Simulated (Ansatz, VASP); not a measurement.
**LiH in VASP and in Ansatz**

```
Li H
1.0
     0.00000    1.99232    1.99232
     1.99232    0.00000    1.99232
     1.99232    1.99232    0.00000
Li H
1 1
Cartesian
  0.0000 0.0000 0.0000
  1.9923 1.9923 1.9923
```

Alike in both runs: task single point; functional r2SCAN; k mesh 10 × 10 × 10; no spin polarisation.

|  | VASP | Ansatz |
| --- | --- | --- |
| version | VASP 6.6.1 | Ansatz 0.2.0 |
| potentials or method | VASP PAW PBE potentials, release 64 (Li_sv, H) | PAW with Ansatz's default frozen-core files, scalar-relativistic |
| plane-wave cutoff (eV) | 830 | 500 |
| occupations | gaussian, width 0.01 eV | fixed |
| valence electrons in the cell | 4 | 4 |

VASP gave:

| Property | Result |
| --- | --- |
| gap on the k mesh at the Fermi level (eV) | 3.57 |
| pressure (GPa) | 0.4 |

Question: What did Ansatz give for the same quantities?

Answer: gap on the k mesh at the Fermi level (eV): 3.62; pressure (GPa): 0.6.

VASP's potentials were made for PBE, not for r2SCAN.
